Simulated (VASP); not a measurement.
# Fe (Im-3m) in VASP: further runs

Runs on Fe. Level: r2SCAN. Tasks: single point.

All numbers are computed with VASP 6.6.1; they aren't measurements. Logs are shortened: lines on timing, memory, paths and dates and some standing lists are left out, and cuts for length are marked.

## Step 1: The cell of the first run

It takes space group Im-3m (No. 229, cubic). The conventional cell has a = 2.878 Å, b = 2.878 Å, c = 2.878 Å, α = 90.00°, β = 90.00°, γ = 90.00°. Fe (site symmetry m-3m) has 14 Fe at 2.49 to 2.88 Å within 3.3 Å.

## Step 2: Single point, r2SCAN, collinear spin, ferromagnetic start

File POSCAR:

```
Fe
1.0
   -1.4390000000      1.4390000000      1.4390000000
    1.4390000000     -1.4390000000      1.4390000000
    1.4390000000      1.4390000000     -1.4390000000
Fe
1
Direct
    0.0000000000      0.0000000000      0.0000000000
```

File INCAR.step1:

```
PREC = Accurate
ENCUT = 520
ISMEAR = 0
SIGMA = 0.1
LREAL = F
LASPH = T
NELM = 150
ISPIN = 2
MAGMOM = 2.4
NUPDOWN = 2.4
LMAXMIX = 4
NBANDS = 14
GGA = PE
ALGO = Normal
EDIFF = 1E-4
LWAVE = T
LCHARG = F
```

File INCAR.step2:

```
PREC = Accurate
ENCUT = 520
EDIFF = 1E-6
ISMEAR = 0
SIGMA = 0.1
LREAL = F
LASPH = T
NELM = 150
ALGO = Normal
ISIF = 2
LWAVE = F
LCHARG = F
ISPIN = 2
MAGMOM = 2.4
LORBIT = 11
NUPDOWN = 2.4
LMAXMIX = 4
METAGGA = R2SCAN
LMIXTAU = T
NBANDS = 14
ISTART = 1
```

File KPOINTS:

```
Automatic mesh
0
Gamma
  13 13 13
```

Potentials or basis: VASP PAW PBE potentials, release 64 (Fe).

Run with:

```console
$ cat potpaw_PBE.64/Fe/POTCAR > POTCAR
$ cp INCAR.step1 INCAR
$ mpirun -np 1 vasp_std > vasp.out
$ cp INCAR.step2 INCAR
$ mpirun -np 1 vasp_std > vasp.out
```

OUTCAR:

```text
PREC = Accurate
   ENCUT = 520
   EDIFF = 1E-6
   ISMEAR = 0
   LREAL = F
   LASPH = T
   NELM = 150
   ISIF = 2
   ISPIN = 2
   LORBIT = 11
   NUPDOWN = 2.4
   METAGGA = R2SCAN
   ISTART = 1

 ion  position               nearest neighbor table
   1  0.000  0.000  0.000-

  LATTYP: Found a body centered cubic cell.
 ALAT       =     2.8780000000

  Lattice vectors:

 A1 = (  -1.4390000000,   1.4390000000,   1.4390000000)
 A2 = (   1.4390000000,  -1.4390000000,   1.4390000000)
 A3 = (   1.4390000000,   1.4390000000,  -1.4390000000)

Analysis of symmetry for initial positions (statically):
=====================================================================
 Subroutine PRICEL returns:
 Original cell was already a primitive cell.

 Routine SETGRP: Setting up the symmetry group for a
 body centered cubic supercell.

 Subroutine GETGRP returns: Found 48 space group operations
 (whereof 48 operations were pure point group operations)
 out of a pool of 48 trial point group operations.

The static configuration has the point symmetry O_h .

Analysis of symmetry for dynamics (positions and initial velocities):
=====================================================================
 Subroutine PRICEL returns:
 Original cell was already a primitive cell.

 Routine SETGRP: Setting up the symmetry group for a
 body centered cubic supercell.

 Subroutine GETGRP returns: Found 48 space group operations
 (whereof 48 operations were pure point group operations)
 out of a pool of 48 trial point group operations.

The dynamic configuration has the point symmetry O_h .

Analysis of structural, dynamic, and magnetic symmetry:
=====================================================================
 Subroutine PRICEL returns:
 Original cell was already a primitive cell.

 Routine SETGRP: Setting up the symmetry group for a
 body centered cubic supercell.

 Subroutine GETGRP returns: Found 48 space group operations
 (whereof 48 operations were pure point group operations)
 out of a pool of 48 trial point group operations.

The overall configuration has the point symmetry O_h .

 Subroutine INISYM returns: Found 48 space group operations
 (whereof 48 operations are pure point group operations),
 and found     1 'primitive' translations

----------------------------------------------------------------------------------------

                                     Primitive cell

  volume of cell :      11.9191

[... 121 lines left out ...]
 maximum number of plane-waves:       333
   NGX =  9   NGY =  9   NGZ =  9

 number of electron       7.9999995 magnetization       2.3999998

 Free energy of the ion-electron system (eV)
  ---------------------------------------------------
  ext. energy  EPLUGINS =         0.00000000
  ---------------------------------------------------
  free energy    TOTEN  =       -14.30707559 eV

  energy without entropy =      -14.30189496  energy(sigma->0) =      -14.30448527

 E-fermi :   5.3660     XC(G=0): -13.9592

 val. band max:        5.3452390320   @ k =  -0.2308   0.3077   0.1538
 cond. band min:       4.8574150888   @ k =   0.2308   0.0769   0.0769
 fundamental gap:     -0.4878239431
 Fermi energy:         4.8131397644

 spin component 1

 k-point     1 :       0.0000    0.0000    0.0000
  band No.  band energies     occupation
      1      -3.0309      1.00000
      2       2.4703      1.00000
      3       2.4703      1.00000
      4       2.4703      1.00000
      5       3.5297      1.00000
      6       3.5297      1.00000
      7      30.9214      0.00000
      8      30.9214      0.00000
      9      30.9214      0.00000
     10      35.6479      0.00000
     11      35.6479      0.00000
     12      37.3343      0.00000
     13      37.3343      0.00000
     14      37.3343      0.00000
[... 379 lines left out ...]
      3       2.2147      1.00000
      4       3.5028      1.00000
      5       3.6203      1.00000
      6       4.8574      0.26561
      7      18.6009      0.00000
      8      22.8848      0.00000
      9      24.5588      0.00000
     10      32.3968      0.00000
     11      36.1427      0.00000
     12      38.6629      0.00000
     13      40.4502      0.00000
     14      43.7903      0.00000

 [... further k-points ...]

 spin component 2

 k-point     1 :       0.0000    0.0000    0.0000
  band No.  band energies     occupation
      1      -3.7388      1.00000
      2       5.4694      0.07171
      3       5.4694      0.07167
      4       5.4695      0.07165
      5       7.8438      0.00000
      6       7.8438      0.00000
      7      30.4986      0.00000
      8      30.4986      0.00000
      9      30.4986      0.00000
     10      36.2070      0.00000
     11      36.2071      0.00000
     12      38.8197      0.00000
     13      38.8198      0.00000
     14      38.8200      0.00000
[... 379 lines left out ...]
      3       4.5021      1.00000
      4       7.5872      0.00000
      5       7.8843      0.00000
      6       7.9685      0.00000
      7      19.5506      0.00000
      8      23.2972      0.00000
      9      25.8720      0.00000
     10      32.5370      0.00000
     11      37.4154      0.00000
     12      39.5072      0.00000
     13      41.4800      0.00000
     14      45.2090      0.00000

 [... further k-points ...]

------------------------ aborting loop because EDIFF is reached ----------------------------------------

  FORCE on cell =-STRESS in cart. coord.  units (eV):
  Direction    XX          YY          ZZ          XY          YZ          ZX
  --------------------------------------------------------------------------------------
  -------------------------------------------------------------------------------------
  Total       -0.6821489     -0.6821489     -0.6821489     -0.0000000      0.0000000     -0.0000000
  in kB      -91.6953670    -91.6953670    -91.6953670     -0.0000000      0.0000000     -0.0000000
  external PRESSURE =     -91.6953670 kB  Pullay stress =       0.0000000 kB

 VOLUME and BASIS-vectors are now :
 -----------------------------------------------------------------------------
  energy-cutoff  :      520.00
  volume of cell :       11.92
      direct lattice vectors                 reciprocal lattice vectors
    -1.439000000  1.439000000  1.439000000     0.000000000  0.347463516  0.347463516
     1.439000000 -1.439000000  1.439000000     0.347463516  0.000000000  0.347463516
     1.439000000  1.439000000 -1.439000000     0.347463516  0.347463516  0.000000000

 POSITION                                       TOTAL-FORCE (eV/Angst)
 -----------------------------------------------------------------------------------
      0.00000      0.00000      0.00000         0.000000      0.000000      0.000000
 -----------------------------------------------------------------------------------
    total drift:                                0.000000     -0.000000      0.000000

  FREE ENERGIE OF THE ION-ELECTRON SYSTEM (eV)
  ---------------------------------------------------
  free  energy   TOTEN  =       -14.3070755864 eV

  energy  without entropy=      -14.3018949552  energy(sigma->0) =      -14.30448527

 total charge

# of ion       s       p       d       tot
------------------------------------------
    1        0.466   0.530   6.182   7.178

 magnetization (x)

# of ion       s       p       d       tot
------------------------------------------
    1       -0.019  -0.126   2.626   2.481
```

It took 2.9 min on 1 thread of AMD EPYC 7R13, shared host; peak memory 0.12 GiB.

What came out:

| Item | Value |
| --- | --- |
| Free energy | -14.3071 eV |
| Pressure | -9.2 GPa |
| Net moment | 2.40 μB per cell |
| Site moments | Fe +2.48 μB |
| Valence electrons inside the program's atomic spheres | Fe 7.18 |

Caveat: the PAW data sets were made with another functional, which shifts forces and pressure a little; the total moment is fixed, so each spin has its own Fermi level.

## Step 3: Single point, r2SCAN, collinear spin, ferromagnetic start

POSCAR is that of step 2.

File INCAR.step1:

```
SYSTEM = Fe
PREC = Accurate
ENCUT = 520
ISMEAR = 0
SIGMA = 0.1
LREAL = .FALSE.
LASPH = .TRUE.
NELM = 150
ISPIN = 2
MAGMOM = 3.6
NUPDOWN = 3.6
LMAXMIX = 4
NBANDS = 14
GGA = PE
ALGO = Normal
EDIFF = 1E-4
LWAVE = .TRUE.
LCHARG = .FALSE.
```

File INCAR.step2:

```
SYSTEM = Fe
PREC = Accurate
ENCUT = 520
EDIFF = 1E-6
ISMEAR = 0
SIGMA = 0.1
LREAL = .FALSE.
LASPH = .TRUE.
NELM = 150
ALGO = Normal
ISIF = 2
LWAVE = .FALSE.
LCHARG = .TRUE.
ISPIN = 2
MAGMOM = 3.6
LORBIT = 11
NUPDOWN = 3.6
LMAXMIX = 4
METAGGA = R2SCAN
LMIXTAU = .TRUE.
LELF = .TRUE.
LVHAR = .TRUE.
NBANDS = 14
ISTART = 1
```

File KPOINTS:

```
regular mesh
0
G
  13 13 13
  0 0 0
```

Potentials or basis: VASP PAW PBE potentials, release 64 (Fe).

Run with:

```console
$ cat potpaw_PBE.64/Fe/POTCAR > POTCAR
$ cp INCAR.step1 INCAR
$ mpirun -np 1 vasp_std > vasp.out
$ cp INCAR.step2 INCAR
$ mpirun -np 1 vasp_std > vasp.out
```

OUTCAR:

```text
SYSTEM = Fe
   PREC = Accurate
   ENCUT = 520
   EDIFF = 1E-6
   ISMEAR = 0
   LREAL = .FALSE.
   LASPH = .TRUE.
   NELM = 150
   ISIF = 2
   ISPIN = 2
   LORBIT = 11
   NUPDOWN = 3.6
   METAGGA = R2SCAN
   ISTART = 1

 ion  position               nearest neighbor table
   1  0.000  0.000  0.000-

  LATTYP: Found a body centered cubic cell.
 ALAT       =     2.8780000000

  Lattice vectors:

 A1 = (  -1.4390000000,   1.4390000000,   1.4390000000)
 A2 = (   1.4390000000,  -1.4390000000,   1.4390000000)
 A3 = (   1.4390000000,   1.4390000000,  -1.4390000000)

[... 1022 lines left out ...]
  -------------------------------------------------------------------------------------
  Total        2.1458374      2.1458374      2.1458374     -0.0000000      0.0000000     -0.0000000
  in kB      288.4463254    288.4463254    288.4463254     -0.0000000      0.0000000     -0.0000000
  external PRESSURE =     288.4463254 kB  Pullay stress =       0.0000000 kB

 VOLUME and BASIS-vectors are now :
 -----------------------------------------------------------------------------
  energy-cutoff  :      520.00
  volume of cell :       11.92
      direct lattice vectors                 reciprocal lattice vectors
    -1.439000000  1.439000000  1.439000000     0.000000000  0.347463516  0.347463516
     1.439000000 -1.439000000  1.439000000     0.347463516  0.000000000  0.347463516
     1.439000000  1.439000000 -1.439000000     0.347463516  0.347463516  0.000000000

 POSITION                                       TOTAL-FORCE (eV/Angst)
 -----------------------------------------------------------------------------------
      0.00000      0.00000      0.00000         0.000000      0.000000     -0.000000
 -----------------------------------------------------------------------------------
    total drift:                                0.000000     -0.000000     -0.000000

  FREE ENERGIE OF THE ION-ELECTRON SYSTEM (eV)
  ---------------------------------------------------
  free  energy   TOTEN  =       -13.5713183782 eV

  energy  without entropy=      -13.5664443466  energy(sigma->0) =      -13.56888136

 total charge

# of ion       s       p       d       tot
------------------------------------------
    1        0.516   0.648   5.986   7.150

 magnetization (x)

# of ion       s       p       d       tot
------------------------------------------
    1        0.040   0.093   3.404   3.536
```

OUTCAR.step1:

```text
SYSTEM = Fe
   PREC = Accurate
   ENCUT = 520
   ISMEAR = 0
   LREAL = .FALSE.
   LASPH = .TRUE.
   NELM = 150
[... 1054 lines left out ...]
 -----------------------------------------------------------------------------------
      0.00000      0.00000      0.00000        -0.000000      0.000000      0.000000
 -----------------------------------------------------------------------------------
    total drift:                                0.000000     -0.000000      0.000000

  FREE ENERGIE OF THE ION-ELECTRON SYSTEM (eV)
  ---------------------------------------------------
  free  energy   TOTEN  =        -7.1841114216 eV

  energy  without entropy=       -7.1769455104  energy(sigma->0) =       -7.18052847
```

OSZICAR.step1:

```text
N       E                     dE             d eps       ncg     rms          rms(c)
DAV:   1     0.262942298904E+02    0.26294E+02   -0.37747E+03  5144   0.691E+02
DAV:   2    -0.706938520132E+01   -0.33364E+02   -0.30490E+02  5124   0.134E+02
DAV:   3    -0.802499057310E+01   -0.95561E+00   -0.94895E+00  5642   0.236E+01
DAV:   4    -0.802838252057E+01   -0.33919E-02   -0.33916E-02  5466   0.126E+00
DAV:   5    -0.802840004167E+01   -0.17521E-04   -0.17520E-04  5736   0.930E-02    0.128E+01
DAV:   6    -0.725639165225E+01    0.77201E+00   -0.63193E+00  5922   0.332E+01    0.744E+00
DAV:   7    -0.720299343226E+01    0.53398E-01   -0.12560E-01  5696   0.461E+00    0.468E+00
DAV:   8    -0.719205103888E+01    0.10942E-01   -0.37628E-03  5660   0.539E-01    0.219E+00
DAV:   9    -0.718412455408E+01    0.79265E-02   -0.31943E-03  6006   0.402E-01    0.103E-01
DAV:  10    -0.718411142157E+01    0.13133E-04   -0.13154E-04  5330   0.720E-02
   1 F= -.71841114E+01 E0= -.71805285E+01  d E =-.716591E-02  mag=     3.6000
```

It took 3 min on 1 thread of AMD EPYC 7R13, shared host; peak memory 0.12 GiB.

What came out:

- Free energy: -13.5713 eV
- Pressure: 28.8 GPa
- Net moment: 3.60 μB per cell
- Site moments: Fe +3.54 μB
- Valence electrons inside the program's atomic spheres: Fe 7.15

Caveat: the PAW data sets were made with another functional, which shifts forces and pressure a little; the total moment is fixed, so each spin has its own Fermi level.

(Part 1 of 2 ends here.)
